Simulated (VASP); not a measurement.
# C (Fd-3m) in VASP: notebook, part 2 of 3

VASP 6.6.1.

### 3 G0W0 quasiparticle levels, PBE

Input file POSCAR:

```
C
1.0
    0.0000000000      1.7835000000      1.7835000000
    1.7835000000      0.0000000000      1.7835000000
    1.7835000000      1.7835000000      0.0000000000
C
2
Direct
    0.0000000000      0.0000000000      0.0000000000
    0.2500000000      0.2500000000      0.2500000000
```

Input file INCAR.step1:

```
PREC = Accurate ; ENCUT = 500
EDIFF = 1E-8 ; ISMEAR = 0
SIGMA = 0.01 ; LREAL = False
LASPH = True ; NELM = 80
ALGO = Normal ; LWAVE = True
LCHARG = False ; GGA = PE
```

Input file INCAR.step2:

```
PREC = Accurate ; ENCUT = 500
EDIFF = 1E-8 ; ISMEAR = 0
SIGMA = 0.01 ; LREAL = False
LASPH = True ; NELM = 1
ALGO = Exact ; LWAVE = True
LCHARG = False ; GGA = PE
NBANDS = 114 ; LOPTICS = True
ISTART = 1
```

Input file INCAR.step3:

```
PREC = Accurate ; ENCUT = 500
EDIFF = 1E-8 ; ISMEAR = 0
SIGMA = 0.01 ; LREAL = False
LASPH = True ; ALGO = EVGW0
LWAVE = False ; LCHARG = False
GGA = PE ; NELMGW = 1
NBANDS = 114 ; ENCUTGW = 180.0
NOMEGA = 48 ; PRECFOCK = Fast
ISTART = 1 ; NBANDSGW = 12
```

Input file KPOINTS:

```
regular mesh
0
Gamma
  2 2 2
```

Potentials or basis: VASP PAW PBE potentials, release 64 (C_GW).

Command:

```sh
$ cat potpaw_PBE.64/C_GW/POTCAR > POTCAR
$ cp INCAR.step1 INCAR
$ mpirun -np 1 vasp_std > vasp.out
$ cp INCAR.step2 INCAR
$ mpirun -np 1 vasp_std > vasp.out
$ cp INCAR.step3 INCAR
$ mpirun -np 1 vasp_std > vasp.out
```

OUTCAR:

```text
PREC = Accurate
   ENCUT = 500
   EDIFF = 1E-8
   ISMEAR = 0
   LREAL = False
   LASPH = True
   GGA = PE
   NELMGW = 1
   ENCUTGW = 180.0
   PRECFOCK = Fast
   ISTART = 1

 ion  position               nearest neighbor table
   1  0.000  0.000  0.000-   2 1.54   2 1.54   2 1.54   2 1.54
   2  0.250  0.250  0.250-   1 1.54   1 1.54   1 1.54   1 1.54

  LATTYP: Found a face centered cubic cell.
 ALAT       =     3.5670000000

  Lattice vectors:

 A1 = (   0.0000000000,   1.7835000000,   1.7835000000)
 A2 = (   1.7835000000,   0.0000000000,   1.7835000000)
 A3 = (   1.7835000000,   1.7835000000,   0.0000000000)

Analysis of symmetry for initial positions (statically):
=====================================================================
 Subroutine PRICEL returns:
 Original cell was already a primitive cell.

[... 144 lines left out ...]
   NELMGW              =     1    number of iterations in solving QP/BSE equation
   NELMHF              =     1    number of iterations in the inner HF iteration
   NKREDLFX            =     1    NKREDLFY  =   1   NKREDLFZ  =   1
 non-spin polarized calculation
 Gauss-broadening in eV      SIGMA  =   0.01
  energy-cutoff  :      500.00
  volume of cell :       11.35
 maximum number of plane-waves:       302
  NGX = 12; NGY = 12; NGZ = 12
   NGX =  9   NGY =  9   NGZ =  9
 maximum number of plane-waves:        70

 QP shifts <psi_nk| G(iteration)W_0 |psi_nk>: iteration 1
 for sc-GW calculations column KS-energies equals QP-energies in previous step
 and V_xc(KS)=  KS-energies - (<T + V_ion + V_H > + <T+V_H+V_ion>^1  + <V_x>^1)

 k-point   1 :       0.0000    0.0000    0.0000
  band No.  KS-energies  QP-energies   sigma(KS)   V_xc(KS)     V^pw_x(r,r')   Z            occupation Imag(sigma)

      1     -11.4776     -13.3140     -17.1133     -14.6954     -25.1098       0.7595       2.0000       1.6189
      2      10.1498       9.3988     -17.7894     -16.8717     -21.2529       0.8184       2.0000       0.1442
      3      10.1498       9.3988     -17.7894     -16.8717     -21.2529       0.8184       2.0000       0.1442
      4      10.1498       9.3988     -17.7894     -16.8717     -21.2529       0.8184       2.0000       0.1442
      5      15.6456      16.3885     -14.5525     -15.4727      -8.0420       0.8073       0.0000      -0.1983
      6      15.6456      16.3885     -14.5525     -15.4727      -8.0420       0.8073       0.0000      -0.1983
      7      15.6456      16.3885     -14.5525     -15.4727      -8.0420       0.8073       0.0000      -0.1983
      8      23.4634      23.9465     -15.6881     -16.3300      -7.0290       0.7527       0.0000      -0.5079
      9      29.2469      28.9624     -11.9409     -11.5901      -4.0328       0.8111       0.0000      -0.5613
     10      36.4085      36.8866     -13.2059     -13.8003      -5.5976       0.8044       0.0000      -0.4621
     11      36.4085      36.8866     -13.2059     -13.8003      -5.5976       0.8044       0.0000      -0.4621
     12      37.3600      37.2260     -11.3943     -11.2309      -2.9701       0.8202       0.0000      -1.0829
[... 20 lines left out ...]
      1      -2.7201      -4.1679     -17.3122     -15.5207     -23.1138       0.8082       2.0000       0.6825
      2      -2.7201      -4.1679     -17.3122     -15.5207     -23.1138       0.8082       2.0000       0.6825
      3       3.7678       2.8476     -16.9174     -15.7593     -21.2582       0.7946       2.0000       0.2112
      4       3.7678       2.8476     -16.9174     -15.7593     -21.2582       0.7946       2.0000       0.2112
      5      14.7103      14.7705     -13.2626     -13.3365      -6.8475       0.8140       0.0000      -0.1833
      6      14.7103      14.7705     -13.2626     -13.3365      -6.8475       0.8140       0.0000      -0.1833
      7      27.0104      28.3516     -15.4490     -17.0435      -6.8219       0.8411       0.0000      -0.7229
      8      27.0104      28.3516     -15.4490     -17.0435      -6.8219       0.8411       0.0000      -0.7229
      9      33.3666      34.1621     -14.1789     -15.1800      -5.2072       0.7946       0.0000      -0.7992
     10      33.3666      34.1621     -14.1789     -15.1800      -5.2072       0.7946       0.0000      -0.7992
     11      42.3069      42.8103     -12.4777     -13.0865      -4.5151       0.8269       0.0000      -0.8076
     12      42.3069      42.8103     -12.4777     -13.0865      -4.5151       0.8269       0.0000      -0.8076
```

OUTCAR.step1:

```text
PREC = Accurate
   ENCUT = 500
   EDIFF = 1E-8
   ISMEAR = 0
   LREAL = False
[... 232 lines left out ...]
      0.00000      0.00000      0.00000         0.000000      0.000000      0.000000
      0.89175      0.89175      0.89175        -0.000000     -0.000000     -0.000000
 -----------------------------------------------------------------------------------
    total drift:                               -0.000000     -0.000000     -0.000000

  FREE ENERGIE OF THE ION-ELECTRON SYSTEM (eV)
  ---------------------------------------------------
  free  energy   TOTEN  =       -15.0059576894 eV

  energy  without entropy=      -15.0059576894  energy(sigma->0) =      -15.00595769
```

OUTCAR.step2:

```text
PREC = Accurate
   ENCUT = 500
   EDIFF = 1E-8
   ISMEAR = 0
   LREAL = False
[... 590 lines left out ...]
     0.00000    17.03444    17.03444    17.03444    -0.00000    -0.00000    -0.00000
     3.24042    22.15677    22.15677    22.15677    -0.00000    -0.00000    -0.00000
     6.48083   -10.14317   -10.14317   -10.14317    -0.00000    -0.00000    -0.00000
     9.72125    26.33753    26.33753    26.33753    -0.00000    -0.00000    -0.00000
    12.96166   -17.74587   -17.74587   -17.74587     0.00000     0.00000     0.00000
    16.20208    -6.27008    -6.27008    -6.27008     0.00000     0.00000     0.00000
[... 92 lines left out ...]
   317.56067     0.98464     0.98464     0.98464     0.00000     0.00000     0.00000
   320.80109     0.98496     0.98496     0.98496     0.00000     0.00000     0.00000
```

Run time: 11 s. Hardware: 1 thread of AMD EPYC 7R13, shared host; peak memory 0.09 GiB.

Results:

- Band gap on the k mesh, mean-field level: 4.56 eV, indirect (least direct gap 5.50 eV)
- Quasiparticle gap: 5.37 eV
- Least direct quasiparticle gap: 6.99 eV

Caveat: the k points lie up to 1.53 Å⁻¹ apart; bands, screening cutoff and mesh are small and nothing is extrapolated, so the quasiparticle values aren't converged. A k mesh can miss the band edges.

### 4 G0W0 quasiparticle levels, PBE

POSCAR is that of step 3.

Input file INCAR.step1:

```
SYSTEM = C
ALGO = Normal ; EDIFF = 1E-8
ENCUT = 500 ; GGA = PE
ISMEAR = 0 ; LASPH = .TRUE.
LCHARG = .FALSE. ; LREAL = .FALSE.
LWAVE = .TRUE. ; NELM = 80
PREC = Accurate ; SIGMA = 0.01
```

Input file INCAR.step2:

```
SYSTEM = C
ALGO = Exact ; EDIFF = 1E-8
ENCUT = 500 ; GGA = PE
ISMEAR = 0 ; ISTART = 1
LASPH = .TRUE. ; LCHARG = .FALSE.
LOPTICS = .TRUE. ; LREAL = .FALSE.
LWAVE = .TRUE. ; NBANDS = 222
NELM = 1 ; PREC = Accurate
SIGMA = 0.01
```

Input file INCAR.step3:

```
SYSTEM = C
ALGO = EVGW0 ; EDIFF = 1E-8
ENCUT = 500 ; ENCUTGW = 200
GGA = PE ; ISMEAR = 0
ISTART = 1 ; LASPH = .TRUE.
LCHARG = .FALSE. ; LREAL = .FALSE.
LWAVE = .FALSE. ; NBANDS = 222
NBANDSGW = 12 ; NELMGW = 1
NOMEGA = 48 ; PREC = Accurate
PRECFOCK = Fast ; SIGMA = 0.01
```

Input file KPOINTS:

```
k-points
0
G
  2 2 2
  0 0 0
```

Potentials or basis: VASP PAW PBE potentials, release 64 (C_GW).

Command:

```sh
$ cat potpaw_PBE.64/C_GW/POTCAR > POTCAR
$ cp INCAR.step1 INCAR
$ mpirun -np 1 vasp_std > vasp.out
$ cp INCAR.step2 INCAR
$ mpirun -np 1 vasp_std > vasp.out
$ cp INCAR.step3 INCAR
$ mpirun -np 1 vasp_std > vasp.out
```

OUTCAR:

```text
SYSTEM = C
   EDIFF = 1E-8
   ENCUT = 500
   ENCUTGW = 200
   GGA = PE
   ISMEAR = 0
   ISTART = 1
   LASPH = .TRUE.
   LREAL = .FALSE.
   NELMGW = 1
   PREC = Accurate
   PRECFOCK = Fast

 ion  position               nearest neighbor table
   1  0.000  0.000  0.000-   2 1.54   2 1.54   2 1.54   2 1.54
   2  0.250  0.250  0.250-   1 1.54   1 1.54   1 1.54   1 1.54

  LATTYP: Found a face centered cubic cell.
 ALAT       =     3.5670000000

  Lattice vectors:

 A1 = (   0.0000000000,   1.7835000000,   1.7835000000)
 A2 = (   1.7835000000,   0.0000000000,   1.7835000000)
 A3 = (   1.7835000000,   1.7835000000,   0.0000000000)

Analysis of symmetry for initial positions (statically):
=====================================================================
 Subroutine PRICEL returns:
 Original cell was already a primitive cell.

 Routine SETGRP: Setting up the symmetry group for a
 face centered cubic supercell.

 Subroutine GETGRP returns: Found 48 space group operations
 (whereof 24 operations were pure point group operations)
 out of a pool of 48 trial point group operations.

The static configuration has the point symmetry T_d .
 The point group associated with its full space group is O_h .

Analysis of symmetry for dynamics (positions and initial velocities):
=====================================================================
 Subroutine PRICEL returns:
 Original cell was already a primitive cell.

 Routine SETGRP: Setting up the symmetry group for a
[... 100 lines left out ...]
   ISMEAR =     0;   SIGMA  =   0.01  broadening in eV -4-tet -1-fermi 0-gaus
   EFERMI_NEDOS =   21; number of points for ismear=-14 and -15
   IALGO  =     38    algorithm
   IMIX   =      4    mixing-type and parameters
     AMIX     =   0.40;   BMIX     =  1.00
     AMIX_MAG =   1.60;   BMIX_MAG =  1.00
  volume/ion in A,a.u.               =       5.67        38.28
  Fermi-wavevector in a.u.,A,eV,Ry     =   1.457097  2.753514 28.886949  2.123131
  Thomas-Fermi vector in A             =   2.573938
   LORBIT       =      0    0 simple, 1 ext, 2 COOP (PROOUT), +10 PAW based schemes
   GGA     = PE    functional components
   LHFCALC =     T    Hartree Fock is set to
   PRECFOCK=fast      Normal, Fast or Accurate (Low or Medium for compatibility)
   ENCUT4O =  -1.0   cutoff for four orbital integrals eV
   NKREDX  =     1    reduce k-point grid by
   NKREDY  =     1    reduce k-point grid by
   NKREDZ  =     1    reduce k-point grid by
   AEXX    =    1.0000 exact exchange contribution
   HFSCREEN=    0.0000 screening length (either q_TF or 0.3 A-1)
   HFSCREENC=   0.0000 screening length for correlation (either q_TF or 0.3 A-1)
   ENCUTFOCK=  -1.0 apply spherical cutoff to Coloumb kernel
   IVDW    =     0    specifies the selected vdW correction
   LEPSILON=     F    determine dielectric tensor
   LRPA    =     F    only Hartree local field effects (RPA)
   LRPAFORCE           =     F    calculate RPA forces
   ENCUTGW             = 200.0    cutoff for response function in eV
   ENCUTGWSOFT         = 160.0    soft cutoff for Coulomb kernel in GW response function in eV
   ENCUTLF             =  -1.0    cutoff for local field effects
   NELMGW              =     1    number of iterations in solving QP/BSE equation
   NELMHF              =     1    number of iterations in the inner HF iteration
   NKREDLFX            =     1    NKREDLFY  =   1   NKREDLFZ  =   1
 non-spin polarized calculation
 Gauss-broadening in eV      SIGMA  =   0.01
  energy-cutoff  :      500.00
  volume of cell :       11.35
 maximum number of plane-waves:       302
  NGX = 12; NGY = 12; NGZ = 12
   NGX =  9   NGY =  9   NGZ =  9
 maximum number of plane-waves:        76

 QP shifts <psi_nk| G(iteration)W_0 |psi_nk>: iteration 1
 for sc-GW calculations column KS-energies equals QP-energies in previous step
 and V_xc(KS)=  KS-energies - (<T + V_ion + V_H > + <T+V_H+V_ion>^1  + <V_x>^1)

 k-point   1 :       0.0000    0.0000    0.0000
  band No.  KS-energies  QP-energies   sigma(KS)   V_xc(KS)     V^pw_x(r,r')   Z            occupation Imag(sigma)

      1     -11.4776     -13.3619     -17.1778     -14.6954     -25.1098       0.7590       2.0000       1.6097
      2      10.1498       9.3224     -17.8780     -16.8717     -21.2529       0.8223       2.0000       0.1404
      3      10.1498       9.3224     -17.8780     -16.8717     -21.2529       0.8223       2.0000       0.1404
      4      10.1498       9.3224     -17.8780     -16.8717     -21.2529       0.8223       2.0000       0.1404
      5      15.6456      16.3465     -14.6039     -15.4727      -8.0420       0.8067       0.0000      -0.1969
      6      15.6456      16.3465     -14.6039     -15.4727      -8.0420       0.8067       0.0000      -0.1969
      7      15.6456      16.3465     -14.6039     -15.4727      -8.0420       0.8067       0.0000      -0.1969
      8      23.4634      23.8629     -15.7999     -16.3300      -7.0290       0.7536       0.0000      -0.5033
      9      29.2469      28.9176     -11.9968     -11.5901      -4.0328       0.8099       0.0000      -0.5586
     10      36.4085      36.8378     -13.2680     -13.8003      -5.5976       0.8065       0.0000      -0.4617
     11      36.4085      36.8378     -13.2680     -13.8003      -5.5976       0.8065       0.0000      -0.4617
     12      37.3600      37.3262     -11.2724     -11.2309      -2.9701       0.8158       0.0000      -1.0056
[... 20 lines left out ...]
      1      -2.7201      -4.2225     -17.3842     -15.5207     -23.1138       0.8063       2.0000       0.6763
      2      -2.7201      -4.2225     -17.3842     -15.5207     -23.1138       0.8063       2.0000       0.6763
      3       3.7678       2.7942     -16.9860     -15.7593     -21.2582       0.7936       2.0000       0.2108
      4       3.7678       2.7942     -16.9860     -15.7593     -21.2582       0.7936       2.0000       0.2108
      5      14.7103      14.7338     -13.3078     -13.3365      -6.8475       0.8175       0.0000      -0.1817
      6      14.7103      14.7338     -13.3078     -13.3365      -6.8475       0.8175       0.0000      -0.1817
      7      27.0104      28.2921     -15.5246     -17.0435      -6.8219       0.8438       0.0000      -0.7256
      8      27.0104      28.2921     -15.5246     -17.0435      -6.8219       0.8438       0.0000      -0.7256
      9      33.3666      34.0953     -14.2627     -15.1800      -5.2072       0.7944       0.0000      -0.7999
     10      33.3666      34.0953     -14.2627     -15.1800      -5.2072       0.7944       0.0000      -0.7999
     11      42.3069      42.7520     -12.5479     -13.0865      -4.5151       0.8263       0.0000      -0.8052
     12      42.3069      42.7520     -12.5479     -13.0865      -4.5151       0.8263       0.0000      -0.8052
```

OUTCAR.step1:

```text
SYSTEM = C
   EDIFF = 1E-8
   ENCUT = 500
   GGA = PE
   ISMEAR = 0
   LASPH = .TRUE.
[... 231 lines left out ...]
 -----------------------------------------------------------------------------------
      0.00000      0.00000      0.00000         0.000000      0.000000      0.000000
      0.89175      0.89175      0.89175        -0.000000     -0.000000     -0.000000
 -----------------------------------------------------------------------------------
    total drift:                               -0.000000     -0.000000     -0.000000

  FREE ENERGIE OF THE ION-ELECTRON SYSTEM (eV)
  ---------------------------------------------------
  free  energy   TOTEN  =       -15.0059576894 eV

  energy  without entropy=      -15.0059576894  energy(sigma->0) =      -15.00595769
```

Wall time 16 s (1 thread of AMD EPYC 7R13, shared host); peak memory 0.1 GiB.

Results:

* Band gap on the k mesh, mean-field level: 4.56 eV, indirect (least direct gap 5.50 eV)
* Quasiparticle gap: 5.41 eV
* Least direct quasiparticle gap: 7.02 eV

Caveat: the k points lie up to 1.53 Å⁻¹ apart; bands, screening cutoff and mesh are small and nothing is extrapolated, so the quasiparticle values aren't converged. A k mesh can miss the band edges.

(Continued in part 3 of 3.)
